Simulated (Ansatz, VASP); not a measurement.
**SrTiO3 in VASP and in Ansatz**

INCAR

```
PREC = Accurate
ENCUT = 520
EDIFF = 1E-7
ISMEAR = 0
SIGMA = 0.05
LREAL = False
LASPH = True
NELM = 80
ALGO = Normal
ISIF = 2
LWAVE = False
LCHARG = False
GGA = PE
NBANDS = 51
```

File KPOINTS:

```
Automatic mesh
0
Gamma
  8 8 8
```

Contents of POSCAR:

```
SrTiO3
1.0
   -2.8609051322      2.8609051322      4.0651292310
    2.8609051322     -2.8609051322      4.0651292310
    2.8609051322      2.8609051322     -4.0651292310
Sr Ti O
2 2 6
Direct
    0.7500000000      0.2500000000      0.5000000000
    0.2500000000      0.7500000000      0.5000000000
    0.0000000000      0.0000000000      0.0000000000
    0.5000000000      0.5000000000      0.0000000000
    0.2500000000      0.2500000000      0.0000000000
    0.7500000000      0.7500000000      0.0000000000
    0.7280787197      0.2280787197      0.9561574394
    0.2280787197      0.2719212803      0.5000000000
    0.2719212803      0.7719212803      0.0438425606
    0.7719212803      0.7280787197      0.5000000000
```

Input for Ansatz:

```yaml
crystal:
  lattice:
    - [-2.8609051322, 2.8609051322, 4.065129231]
    - [2.8609051322, -2.8609051322, 4.065129231]
    - [2.8609051322, 2.8609051322, -4.065129231]
  atoms:
    - { symbol: Sr, position: [0.75, 0.25, 0.5] }
    - { symbol: Sr, position: [0.25, 0.75, 0.5] }
    - { symbol: Ti, position: [0.0, 0.0, 0.0] }
    - { symbol: Ti, position: [0.5, 0.5, 0.0] }
    - { symbol: O, position: [0.25, 0.25, 0.0] }
    - { symbol: O, position: [0.75, 0.75, 0.0] }
    - { symbol: O, position: [0.7280787197, 0.2280787197, 0.9561574394] }
    - { symbol: O, position: [0.2280787197, 0.2719212803, 0.5] }
    - { symbol: O, position: [0.2719212803, 0.7719212803, 0.0438425606] }
    - { symbol: O, position: [0.7719212803, 0.7280787197, 0.5] }
basis:
  ecutwfc: 520.0
kpoints:
  mp_grid: { grid: [8, 8, 8] }
hamiltonian:
  xc: pbe
  pseudopotentials: { kind: paw, azcp: { folder: soft_1 } }
scf:
  occupations: { method: gaussian, width: 0.05 }
output:
  forces: true
  stress: true
  eigenvalues: true
```

Change from the starting cell: equal engineering shear yz, xz and xy +0.0000, equal normal strain along x, y and z +0.0300.

Alike in both runs: task single point; functional PBE; k mesh 8 × 8 × 8; occupations gaussian, width 0.05 eV; no spin polarisation.

|  | VASP | Ansatz |
| --- | --- | --- |
| version | VASP 6.6.1 | Ansatz 0.2.0 |
| potentials or method | VASP PAW PBE potentials, release 64 (Sr_sv, Ti_sv, O), cutoff 520 eV | scalar-relativistic, plane waves, PAW |
| valence electrons in the cell | 80 | 80 |

```tsv
	VASP	Ansatz	Ansatz less VASP
gap on the k mesh at the Fermi level (eV)	1.71	1.74	+0.026
least direct gap on the mesh (eV)	1.71	1.74	+0.027
pressure (GPa)	-12.0	-12.4	-0.47
traceless stress, the component that is largest in VASP (GPa)	-0.13	-0.14	-0.011
rms of the force components (eV/Å)	0.017	0.016	-0.0010
```

Atom by atom the forces differ by 0.001 eV/Å (rms over components).
